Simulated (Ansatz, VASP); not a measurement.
**Bi2TeSe2: VASP beside Ansatz**

The input INCAR:

```
ALGO = Normal ; EDIFF = 1E-6
ENCUT = 520 ; GGA = PS
ISIF = 2 ; ISMEAR = -1
LASPH = T ; LCHARG = F
LREAL = F ; LWAVE = F
NBANDS = 32 ; NELM = 80
PREC = Accurate ; SIGMA = 0.1
```

KPOINTS

```
k-points
0
Gamma
  6 6 6
```

File POSCAR:

```
Bi2TeSe2
1.0
    2.1325202181      1.2312110322      9.9028192624
   -2.1325202181      1.2312110322      9.9028192624
    0.0000000000     -2.4624220645      9.9028192624
Bi Te Se
2 1 2
Direct
    0.3980600000      0.3980600000      0.3980600000
    0.6019400000      0.6019400000      0.6019400000
    0.0000000000      0.0000000000      0.0000000000
    0.2116000000      0.2116000000      0.2116000000
    0.7884000000      0.7884000000      0.7884000000
```

Input for Ansatz:

```yaml
crystal:
  lattice:
    - [2.132520218096065, 1.2312110322338539, 9.90281926243443]
    - [-2.132520218096065, 1.2312110322338539, 9.90281926243443]
    - [0.0, -2.4624220644677077, 9.90281926243443]
  atoms:
    - { symbol: Bi, position: [0.39806, 0.39806, 0.39806] }
    - { symbol: Bi, position: [0.60194, 0.60194, 0.60194] }
    - { symbol: Te, position: [0.0, 0.0, 0.0] }
    - { symbol: Se, position: [0.2116, 0.2116, 0.2116] }
    - { symbol: Se, position: [0.7884, 0.7884, 0.7884] }
basis:
  ecutwfc: 500.0
kpoints:
  mp_grid:
    grid: [6, 6, 6]
hamiltonian:
  xc: pbesol
scf:
  occupations:
    method: fermi_dirac
output:
  stress: true
```

Alike in both runs: task single point; functional PBEsol; k mesh 6 × 6 × 6; no spin polarisation.

|  | VASP | Ansatz |
| --- | --- | --- |
| version | VASP 6.6.1 | Ansatz 0.2.0 |
| potentials or method | VASP PAW PBE potentials, release 64 (Bi_d, Te, Se), cutoff 520 eV | plane waves, PAW |
| occupations | fermi-dirac, width 0.1 eV | fermi-dirac |
| valence electrons in the cell | 48 | 78 |

|  | VASP | Ansatz | Ansatz less VASP |
| --- | --- | --- | --- |
| pressure (GPa) | -1.6 | -1.6 | 0.00 |
| traceless stress, the component that is largest in VASP (GPa) | 0.08 | 0.08 | -0.001 |

VASP's potentials were made for PBE, not for PBEsol. VASP's potentials hold 48 valence electrons a cell and Ansatz's 78, so a difference there can come from the potentials and not from the codes.

Neither program's run includes spin-orbit coupling.
